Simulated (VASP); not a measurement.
# Ta in VASP: notebook

Runs on Ta. Level: PBEsol. Tasks: single point.

Everything below comes from runs of VASP 6.6.1. Logs are shortened: lines on timing, memory, paths and dates and some standing lists are left out, and cuts for length are marked.

## (1) The cell of the first run

It takes space group I4/mmm (No. 139, tetragonal). Conventional cell: a = 3.280 Å, b = 3.280 Å, c = 3.346 Å, α = 90.00°, β = 90.00°, γ = 90.00°. Ta (site symmetry 4/mmm) has 14 Ta at 2.86 to 3.35 Å within 3.8 Å.

## (2) Single point, PBEsol (strain along c alone, the other axes held: +2.0 %)

File INCAR:

```
ALGO = Fast
EDIFF = 1E-7
ENCUT = 520
GGA = PS
ISIF = 2
ISMEAR = 0
LASPH = T
LCHARG = T
LELF = T
LREAL = F
LVHAR = T
LWAVE = F
NBANDS = 18
NELM = 80
PREC = Accurate
SIGMA = 0.1
```

File KPOINTS:

```
k-points
0
Gamma
  16 16 16
```

File POSCAR:

```
Ta
1.0
    3.2804820868      0.0000000000      0.0000000000
    0.0000000000      3.2804820868      0.0000000000
    0.0000000000      0.0000000000      3.3460917286
Ta
2
Direct
    0.0000000000      0.0000000000      0.0000000000
    0.5000000000      0.5000000000      0.5000000000
```

Potentials or basis: VASP PAW PBE potentials, release 64 (Ta_pv).

Command:

```sh
cat potpaw_PBE.64/Ta_pv/POTCAR > POTCAR
mpirun -np 1 vasp_std > vasp.out
```

OUTCAR:

```text
EDIFF = 1E-7
   ENCUT = 520
   GGA = PS
   ISIF = 2
   ISMEAR = 0
   LASPH = T
   LREAL = F
   NELM = 80
   PREC = Accurate

 ion  position               nearest neighbor table
   1  0.000  0.000  0.000-   2 2.86   2 2.86   2 2.86   2 2.86   2 2.86   2 2.86   2 2.86   2 2.86

   2  0.500  0.500  0.500-   1 2.86   1 2.86   1 2.86   1 2.86   1 2.86   1 2.86   1 2.86   1 2.86

  LATTYP: Found a simple tetragonal cell.
 ALAT       =     3.2804820868
 C/A-ratio  =     1.0200000000

  Lattice vectors:

 A1 = (   3.2804820868,   0.0000000000,   0.0000000000)
 A2 = (   0.0000000000,   3.2804820868,   0.0000000000)
 A3 = (   0.0000000000,   0.0000000000,   3.3460917286)

Analysis of symmetry for initial positions (statically):
=====================================================================
 Subroutine PRICEL returns following result:

  LATTYP: Found a body centered tetragonal cell.
 ALAT       =     3.2804820868
 C/A-ratio  =     1.0200000000

  Lattice vectors:

 A1 = (  -1.6402410434,  -1.6402410434,  -1.6730458643)
 A2 = (   1.6402410434,   1.6402410434,  -1.6730458643)
 A3 = (   1.6402410434,  -1.6402410434,   1.6730458643)

   2 primitive cells build up your supercell.

 Routine SETGRP: Setting up the symmetry group for a
 simple tetragonal supercell.

 Subroutine GETGRP returns: Found 16 space group operations
 (whereof 16 operations were pure point group operations)
 out of a pool of 16 trial point group operations.

The static configuration has the point symmetry D_4h.

Analysis of symmetry for dynamics (positions and initial velocities):
=====================================================================
 Subroutine PRICEL returns following result:

  LATTYP: Found a body centered tetragonal cell.
 ALAT       =     3.2804820868
 C/A-ratio  =     1.0200000000

  Lattice vectors:

 A1 = (  -1.6402410434,  -1.6402410434,  -1.6730458643)
 A2 = (   1.6402410434,   1.6402410434,  -1.6730458643)
 A3 = (   1.6402410434,  -1.6402410434,   1.6730458643)

   2 primitive cells build up your supercell.

 Routine SETGRP: Setting up the symmetry group for a
 simple tetragonal supercell.

 Subroutine GETGRP returns: Found 16 space group operations
 (whereof 16 operations were pure point group operations)
 out of a pool of 16 trial point group operations.

The dynamic configuration has the point symmetry D_4h.

 Subroutine INISYM returns: Found 16 space group operations
 (whereof 16 operations are pure point group operations),
 and found     2 'primitive' translations

----------------------------------------------------------------------------------------

                                     Primitive cell

  volume of cell :      18.0046

  direct lattice vectors                    reciprocal lattice vectors
    -1.640241043 -1.640241043 -1.673045864     0.000000000 -0.304833245 -0.298856123
     1.640241043  1.640241043 -1.673045864     0.304833245  0.000000000 -0.298856123
     1.640241043 -1.640241043  1.673045864     0.304833245 -0.304833245  0.000000000

  length of vectors
     2.860046123  2.860046123  2.860046123     0.426893768  0.426893768  0.431099309

  position of ions in fractional coordinates (direct lattice)
     0.000000000  0.000000000  0.000000000

  ion indices of the primitive-cell ions
   primitive index   ion index
                 1           1

----------------------------------------------------------------------------------------

 KPOINTS: k-points

Automatic generation of k-mesh.
 Grid dimensions read from file:
 generate k-points for:   16   16   16

 Generating k-lattice:

  Cartesian coordinates                     Fractional coordinates (reciprocal lattice)
     0.019052078  0.000000000  0.000000000     0.062500000  0.000000000  0.000000000
     0.000000000  0.019052078  0.000000000     0.000000000  0.062500000  0.000000000
     0.000000000  0.000000000  0.018678508     0.000000000  0.000000000  0.062500000

  Length of vectors
     0.019052078  0.019052078  0.018678508

  Shift w.r.t. Gamma in fractional coordinates (k-lattice)
     0.000000000  0.000000000  0.000000000

 Subroutine IBZKPT returns following result:
 ===========================================

 Found    405 irreducible k-points:

 Following reciprocal coordinates:
            Coordinates               Weight
  0.000000  0.000000  0.000000      1.000000
  0.062500  0.000000  0.000000      4.000000
  0.125000  0.000000  0.000000      4.000000
  0.187500  0.000000  0.000000      4.000000
  0.250000  0.000000  0.000000      4.000000
  0.312500  0.000000  0.000000      4.000000
[... 16 lines left out ...]
  0.437500  0.125000  0.000000      8.000000
  0.500000  0.125000  0.000000      4.000000
 [... further k-points ...]
   k-points           NKPTS =    405   k-points in BZ     NKDIM =    405   number of bands    NBANDS=     18
   number of dos      NEDOS =    301   number of ions     NIONS =      2
   total plane-waves  NPLWV =  16128
   dimension x,y,z NGX =    24 NGY =   24 NGZ =   28
   dimension x,y,z NGXF=    48 NGYF=   48 NGZF=   56
   ions per type =               2
   NGX,Y,Z   is equivalent  to a cutoff of  12.16, 12.16, 13.91 a.u.
   NGXF,Y,Z  is equivalent  to a cutoff of  24.33, 24.33, 27.82 a.u.
 SYSTEM =  unknown system
   PREC   = accura    normal or accurate (medium, high low for compatibility)
   ISTART =      0    job   : 0-new  1-cont  2-samecut
   ICHARG =      2    charge: 1-file 2-atom 10-const
   ISPIN  =      1    spin polarized calculation?
   LNONCOLLINEAR =      F non collinear calculations
   LSORBIT =      F    spin-orbit coupling
   LASPH  =      T    aspherical Exc in radial PAW
   ENCUT  =  520.0 eV  38.22 Ry    6.18 a.u.   6.10  6.10  6.22*2*pi/ulx,y,z
   NELM   =     80;   NELMIN=  2; NELMDL= -5     # of ELM steps
   EDIFF  = 0.1E-06   stopping-criterion for ELM
   LREAL  =      F    real-space projection
   EDIFFG = 0.1E-05   stopping-criterion for IOM
   NSW    =      0    number of steps for IOM
   IBRION =     -1    ionic relax: 0-MD 1-quasi-New 2-CG
   NFREE  =      0    steps in history (QN), initial steepest desc. (CG)
   ISIF   =      2    stress and relaxation
   ISYM   =      2    0-nonsym 1-usesym 2-fastsym
   POTIM  = 0.5000    time-step for ionic-motion
   TEBEG  =    0.0;   TEEND  =   0.0 temperature during run
   PSTRESS=    0.0 pullay stress
   NELECT =      22.0000    total number of electrons
   NUPDOWN=      -1.0000    fix difference up-down
   EMIN   =  10.00;   EMAX   =-10.00  energy-range for DOS
   EFERMI =   0.00;   METHOD = LEGACY
   ISMEAR =     0;   SIGMA  =   0.10  broadening in eV -4-tet -1-fermi 0-gaus
   EFERMI_NEDOS =   21; number of points for ismear=-14 and -15
   IALGO  =     68    algorithm
   IMIX   =      4    mixing-type and parameters
     AMIX     =   0.40;   BMIX     =  1.00
     AMIX_MAG =   1.60;   BMIX_MAG =  1.00
  volume/ion in A,a.u.               =      18.00       121.50
  Fermi-wavevector in a.u.,A,eV,Ry     =   1.389136  2.625086 26.255134  1.929698
  Thomas-Fermi vector in A             =   2.513195
   LORBIT       =      0    0 simple, 1 ext, 2 COOP (PROOUT), +10 PAW based schemes
   GGA     = PS    functional components
   LHFCALC =     F    Hartree Fock is set to
   AEXX    =    0.0000 exact exchange contribution
   IVDW    =     0    specifies the selected vdW correction
   LEPSILON=     F    determine dielectric tensor
   LRPA    =     F    only Hartree local field effects (RPA)
 non-spin polarized calculation
 RMM-DIIS sequential band-by-band and
 Gauss-broadening in eV      SIGMA  =   0.10
  energy-cutoff  :      520.00
  volume of cell :       36.01
 maximum number of plane-waves:       996
   NGX = 13   NGY = 13   NGZ = 13

 number of electron      22.0000009 magnetization

 Free energy of the ion-electron system (eV)
  ---------------------------------------------------
  ext. energy  EPLUGINS =         0.00000000
  ---------------------------------------------------
  free energy    TOTEN  =       -25.09669194 eV

  energy without entropy =      -25.08246969  energy(sigma->0) =      -25.08958082

 E-fermi :   5.3181     XC(G=0): -12.7305

 val. band max:        5.3169993383   @ k =   0.1875   0.1250   0.3750
 cond. band min:       5.3186952136   @ k =   0.5000   0.3125   0.1250
 fundamental gap:      0.0016958753
 Fermi energy:         5.3181080236

 k-point     1 :       0.0000    0.0000    0.0000
  band No.  band energies     occupation
      1     -28.5582      2.00000
      2     -28.5087      2.00000
      3     -28.5087      2.00000
      4     -27.7040      2.00000
      5     -27.7006      2.00000
      6     -27.7006      2.00000
[... 10 lines left out ...]
     17      12.1966      0.00000
     18      13.6509      0.00000

 k-point     2 :       0.0625    0.0000    0.0000
  band No.  band energies     occupation
      1     -28.5497      2.00000
      2     -28.5098      2.00000
      3     -28.5006      2.00000
      4     -27.7183      2.00000
      5     -27.7119      2.00000
      6     -27.7080      2.00000
[... 10 lines left out ...]
     17      12.1021      0.00000
     18      13.8401      0.00000

 k-point     3 :       0.1250    0.0000    0.0000
  band No.  band energies     occupation
      1     -28.5247      2.00000
      2     -28.5123      2.00000
      3     -28.4768      2.00000
      4     -27.7693      2.00000
      5     -27.7353      2.00000
      6     -27.7299      2.00000
[... 10 lines left out ...]
     17      11.8305      0.00000
     18      13.0685      0.00000

 k-point     4 :       0.1875    0.0000    0.0000
  band No.  band energies     occupation
      1     -28.5131      2.00000
      2     -28.4841      2.00000
      3     -28.4382      2.00000
      4     -27.8480      2.00000
      5     -27.7733      2.00000
      6     -27.7657      2.00000
[... 375 lines left out ...]
      4     -28.1374      2.00000
      5     -27.9698      2.00000
      6     -27.8457      2.00000
[... 10 lines left out ...]
     17      10.7357      0.00000
     18      10.9801      0.00000

 k-point    23 :       0.4375    0.1250    0.0000
  band No.  band energies     occupation
      1     -28.5401      2.00000
      2     -28.4018      2.00000
      3     -28.1974      2.00000
      4     -28.0611      2.00000
      5     -28.0429      2.00000
      6     -27.9122      2.00000
[... 10 lines left out ...]
     17      10.5626      0.00000
     18      10.6467      0.00000

 k-point    24 :       0.5000    0.1250    0.0000
  band No.  band energies     occupation
      1     -28.4808      2.00000
      2     -28.4808      2.00000
      3     -28.1198      2.00000
      4     -28.1198      2.00000
      5     -27.9850      2.00000
      6     -27.9850      2.00000
[... 10 lines left out ...]
     17      10.5765      0.00000
     18      10.5765      0.00000

 [... further k-points ...]
[... 5 lines left out ...]
  --------------------------------------------------------------------------------------
  -------------------------------------------------------------------------------------
  Total       -0.6514900     -0.6514900     -1.1172403      0.0000000      0.0000000     -0.0000000
  in kB      -28.9871258    -28.9871258    -49.7100261      0.0000000      0.0000000     -0.0000000
  external PRESSURE =     -35.8947592 kB  Pullay stress =       0.0000000 kB

 VOLUME and BASIS-vectors are now :
 -----------------------------------------------------------------------------
  energy-cutoff  :      520.00
  volume of cell :       36.01
      direct lattice vectors                 reciprocal lattice vectors
     3.280482087  0.000000000  0.000000000     0.304833245  0.000000000  0.000000000
     0.000000000  3.280482087  0.000000000     0.000000000  0.304833245  0.000000000
     0.000000000  0.000000000  3.346091729     0.000000000  0.000000000  0.298856123

 POSITION                                       TOTAL-FORCE (eV/Angst)
 -----------------------------------------------------------------------------------
      0.00000      0.00000      0.00000        -0.000000      0.000000      0.000000
      1.64024      1.64024      1.67305         0.000000     -0.000000     -0.000000
 -----------------------------------------------------------------------------------
    total drift:                                0.000000      0.000000     -0.000000

  FREE ENERGIE OF THE ION-ELECTRON SYSTEM (eV)
  ---------------------------------------------------
  free  energy   TOTEN  =       -25.0966919434 eV

  energy  without entropy=      -25.0824696910  energy(sigma->0) =      -25.08958082
```

Wall time 10 min (1 thread of Intel Xeon 8259CL, shared host); peak memory 0.32 GiB.

Results:

* Free energy: -25.0967 eV
* Pressure: -3.6 GPa
* Band gap on the k mesh: zero (bands 11 and 12 overlap by 2.90 eV)

Stress tensor (GPa, compression positive):
```
-2.90  0.00  0.00
 0.00 -2.90  0.00
 0.00  0.00 -4.97
```

Levels at points of the mesh, in eV from the Fermi level:
```
           k point  band 7  band 8  band 9  band 10  band 11  band 12  band 13  band 14  band 15  band 16
(0.00, 0.00, 0.00)   -7.92   -3.84   -3.78     0.65     0.65     0.89     3.82     4.16     6.79     6.88
(0.50, 0.00, 0.00)   -3.67   -3.67   -0.92    -0.92     1.11     1.11     1.31     1.31     3.16     3.16
(0.50, 0.50, 0.00)   -4.38   -4.38   -1.72    -1.72     1.72     1.72     4.10     4.10     5.02     5.02
(0.00, 0.00, 0.50)   -3.80   -3.80   -0.99    -0.99     1.36     1.36     1.36     1.36     3.28     3.28
(0.50, 0.00, 0.50)   -4.39   -4.39   -1.46    -1.46     1.57     1.57     3.74     3.74     4.88     4.88
(0.50, 0.50, 0.50)   -1.30   -1.30   -1.18    -1.18    -1.18    -1.18     4.96     4.96     5.17     5.17
```

Caveat: the cell differs from its parent crystal (strain along c alone, the other axes held: +2.0 %); the cell stands under tension; the PAW data sets were made with another functional, which shifts forces and pressure a little; spin-orbit coupling is left out, which moves the levels of the heavy elements.

(Continued in part 2 of 2.)
